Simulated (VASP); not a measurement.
# MoS2 (P6_3/mmc) in VASP: further runs, part 2 of 2

VASP 6.6.1. The steps go on from the part before.

### Step 3. Single point, r2SCAN

This run uses another cell than the first one, of 16.44 Å³/atom.

POSCAR reads:

```
MoS2
1.0
    3.1238400588      0.0000000000      0.0000000000
   -1.5619200294      2.7053248483      0.0000000000
    0.0000000000      0.0000000000     11.6743155295
Mo S
2 4
Direct
    0.6666666667      0.3333333333      0.2500000000
    0.3333333333      0.6666666667      0.7500000000
    0.3333333333      0.6666666667      0.3832846500
    0.6666666667      0.3333333333      0.8832846500
    0.3333333333      0.6666666667      0.1167153500
    0.6666666667      0.3333333333      0.6167153500
```

INCAR.step1 reads:

```
PREC     = Accurate       # precision mode
ENCUT    = 520            # plane-wave cutoff, eV
ISMEAR   = 0              # smearing method
SIGMA    = 0.02           # smearing width, eV
LREAL    = False          # projectors in reciprocal space
LASPH    = True           # aspherical terms in the spheres
NELM     = 100            # most SCF steps
NBANDS   = 35             # bands
GGA      = PE             # functional
ALGO     = Normal         # electronic algorithm
EDIFF    = 1E-4           # SCF threshold, eV
LWAVE    = True           # write WAVECAR
LCHARG   = False          # write CHGCAR
```

INCAR.step2 reads:

```
PREC     = Accurate       # precision mode
ENCUT    = 520            # plane-wave cutoff, eV
EDIFF    = 1E-6           # SCF threshold, eV
ISMEAR   = 0              # smearing method
SIGMA    = 0.02           # smearing width, eV
LREAL    = False          # projectors in reciprocal space
LASPH    = True           # aspherical terms in the spheres
NELM     = 100            # most SCF steps
ALGO     = Normal         # electronic algorithm
ISIF     = 2              # what is computed and relaxed
LWAVE    = False          # write WAVECAR
LCHARG   = False          # write CHGCAR
METAGGA  = R2SCAN         # meta-GGA
LMIXTAU  = True         
NBANDS   = 35             # bands
ISTART   = 1
```

KPOINTS reads:

```
regular mesh
0
Gamma
  12 12 4
```

Potentials or basis: VASP PAW PBE potentials, release 64 (Mo_sv, S).

Launch:

```sh
cat potpaw_PBE.64/Mo_sv/POTCAR potpaw_PBE.64/S/POTCAR > POTCAR
cp INCAR.step1 INCAR
mpirun -np 1 vasp_std > vasp.out
cp INCAR.step2 INCAR
mpirun -np 1 vasp_std > vasp.out
```

OUTCAR:

```text
PREC = Accurate
   ENCUT = 520
   EDIFF = 1E-6
   ISMEAR = 0
   LREAL = False
   LASPH = True
   NELM = 100
   ISIF = 2
   METAGGA = R2SCAN
   ISTART = 1

 ion  position               nearest neighbor table
   1  0.667  0.333  0.250-   3 2.38   5 2.38   3 2.38   5 2.38   3 2.38   5 2.38
   2  0.333  0.667  0.750-   4 2.38   6 2.38   4 2.38   6 2.38   4 2.38   6 2.38
   3  0.333  0.667  0.383-   1 2.38   1 2.38   1 2.38
   4  0.667  0.333  0.883-   2 2.38   2 2.38   2 2.38
   5  0.333  0.667  0.117-   1 2.38   1 2.38   1 2.38
   6  0.667  0.333  0.617-   2 2.38   2 2.38   2 2.38
[... 1122 lines left out ...]
  -------------------------------------------------------------------------------------
  Total        4.9771246      4.9771246      4.9645600      0.0000000     -0.0000000      0.0000000
  in kB       80.8256960     80.8256960     80.6216553      0.0000000     -0.0000000      0.0000000
  external PRESSURE =      80.7576825 kB  Pullay stress =       0.0000000 kB

 VOLUME and BASIS-vectors are now :
 -----------------------------------------------------------------------------
  energy-cutoff  :      520.00
  volume of cell :       98.66
      direct lattice vectors                 reciprocal lattice vectors
     3.123840059  0.000000000  0.000000000     0.320118822  0.184820688  0.000000000
    -1.561920029  2.705324848  0.000000000     0.000000000  0.369641376  0.000000000
     0.000000000  0.000000000 11.674315529     0.000000000  0.000000000  0.085658127

 POSITION                                       TOTAL-FORCE (eV/Angst)
 -----------------------------------------------------------------------------------
      1.56192      0.90177      2.91858         0.000000     -0.000000      0.000000
     -0.00000      1.80355      8.75574        -0.000000      0.000000      0.000000
     -0.00000      1.80355      4.47459        -0.000000      0.000000      0.004079
      1.56192      0.90177     10.31174         0.000000     -0.000000      0.004079
     -0.00000      1.80355      1.36257        -0.000000      0.000000     -0.004079
      1.56192      0.90177      7.19973         0.000000     -0.000000     -0.004079
 -----------------------------------------------------------------------------------
    total drift:                               -0.000000      0.000000     -0.000000

  FREE ENERGIE OF THE ION-ELECTRON SYSTEM (eV)
  ---------------------------------------------------
  free  energy   TOTEN  =       -89.7989511635 eV

  energy  without entropy=      -89.7989511635  energy(sigma->0) =      -89.79895116
```

OUTCAR.step1:

```text
PREC = Accurate
   ENCUT = 520
   ISMEAR = 0
   LREAL = False
   LASPH = True
[... 1151 lines left out ...]
     -0.00000      1.80355      4.47459         0.000000     -0.000000      0.201820
      1.56192      0.90177     10.31174        -0.000000      0.000000      0.201820
     -0.00000      1.80355      1.36257         0.000000     -0.000000     -0.201820
      1.56192      0.90177      7.19973        -0.000000      0.000000     -0.201820
 -----------------------------------------------------------------------------------
    total drift:                               -0.000000      0.000000     -0.000000

  FREE ENERGIE OF THE ION-ELECTRON SYSTEM (eV)
  ---------------------------------------------------
  free  energy   TOTEN  =       -43.3486240398 eV

  energy  without entropy=      -43.3486240398  energy(sigma->0) =      -43.34862404
```

OSZICAR.step1:

```text
N       E                     dE             d eps       ncg     rms          rms(c)
DAV:   1     0.452883147344E+03    0.45288E+03   -0.29617E+04  4350   0.143E+03
DAV:   2    -0.229838162243E+02   -0.47587E+03   -0.45962E+03  4797   0.375E+02
DAV:   3    -0.456878257360E+02   -0.22704E+02   -0.22270E+02  4834   0.753E+01
DAV:   4    -0.461039885533E+02   -0.41616E+00   -0.41503E+00  4751   0.104E+01
DAV:   5    -0.461108609187E+02   -0.68724E-02   -0.68712E-02  4704   0.135E+00    0.367E+01
DAV:   6    -0.440252756098E+02    0.20856E+01   -0.11221E+01  4333   0.217E+01    0.133E+01
DAV:   7    -0.437127208777E+02    0.31255E+00   -0.52858E+00  4218   0.141E+01    0.864E+00
DAV:   8    -0.433459181561E+02    0.36680E+00   -0.87617E-01  4235   0.636E+00    0.321E+00
DAV:   9    -0.433580151282E+02   -0.12097E-01   -0.10298E-01  4639   0.160E+00    0.144E+00
DAV:  10    -0.433486479763E+02    0.93672E-02   -0.37260E-02  4383   0.128E+00    0.366E-01
DAV:  11    -0.433487508399E+02   -0.10286E-03   -0.20391E-03  4406   0.249E-01    0.178E-01
DAV:  12    -0.433486241310E+02    0.12671E-03   -0.26888E-04  3608   0.920E-02    0.117E-01
DAV:  13    -0.433486240398E+02    0.91199E-07   -0.14915E-04  2397   0.639E-02
   1 F= -.43348624E+02 E0= -.43348624E+02  d E =-.125874E-55
```

Wall time 15 min (1 thread of Oxide Virtual Turin-like, shared host); peak memory 0.29 GiB.

Results:

```
Free energy            : -89.7990 eV
Pressure               : 8.1 GPa
Largest force          : 0.004 eV/Å
Band gap on the k mesh : 0.69 eV (least direct gap 1.86 eV)
```

Forces in eV/Å, atoms in the order of the input:
```
Mo   0.000  0.000  0.000
Mo   0.000  0.000  0.000
S    0.000  0.000  0.004
S    0.000  0.000  0.004
S    0.000  0.000 -0.004
S    0.000  0.000 -0.004
```

Caveat: the cell stands under pressure; semilocal functionals underestimate gaps, and a narrow one can read as zero; the PAW data sets were made with another functional, which shifts forces and pressure a little.
